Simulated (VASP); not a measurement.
Wanted: the native input for a VASP 6.6.1 run.

| Quantity | Value |
| --- | --- |
| Task | relaxation of shape and atoms at fixed volume |
| Functional | PBE |
| Potentials or basis | VASP PAW PBE potentials, release 64 (Ce, O) |
| Cutoff | 600 eV |
| k mesh | 10 × 10 × 10 |
| Occupations | gaussian, width 0.05 eV |
| Spin | no spin polarisation |
| Dipole correction | no |
| Further INCAR settings | ALGO = Normal; EDIFF = 1e-07; IBRION = 2; EDIFFG = -0.01; NSW = 60; ISIF = 4 |

The structure of CeO2 lies in POSCAR:

```
CeO2
1.0
    1.9756831125      1.1406611768      3.2275225931
   -1.9756831125      1.1406611768      3.2275225931
    0.0000000000     -2.2813223538      3.2275225930
Ce O
1 2
Direct
    0.0000000000      0.0000000000      0.0000000000
    0.2499945096      0.2499945096      0.2499945096
    0.7500054904      0.7500054904      0.7500054904
```

One way to write it, as run:

INCAR

```
PREC = Accurate
ENCUT = 600
EDIFF = 1E-7
ISMEAR = 0
SIGMA = 0.05
LREAL = F
LASPH = T
NELM = 100
ALGO = Normal
ISIF = 4
LWAVE = F
LCHARG = F
GGA = PE
IBRION = 2
NSW = 60
EDIFFG = -0.01
```

KPOINTS

```
regular mesh
0
Gamma
  10 10 10
```

Potentials or basis: VASP PAW PBE potentials, release 64 (Ce, O).

Run with:

```bash
$ cat potpaw_PBE.64/Ce/POTCAR potpaw_PBE.64/O/POTCAR > POTCAR
$ mpirun -np 1 vasp_std > vasp.out
```

It gave:

| Quantity | Value |
| --- | --- |
| Pressure after relaxing | -10.2 GPa |
| Band gap on the k mesh | 1.69 eV (least direct gap 1.75 eV) |

Caveat: spin-orbit coupling is left out, which moves the levels of the heavy elements.

Wall time 2.2 min on 1 thread of AMD EPYC 7R13 Processor (Zen 3), with other jobs on the host, peak memory 0.24 GiB.
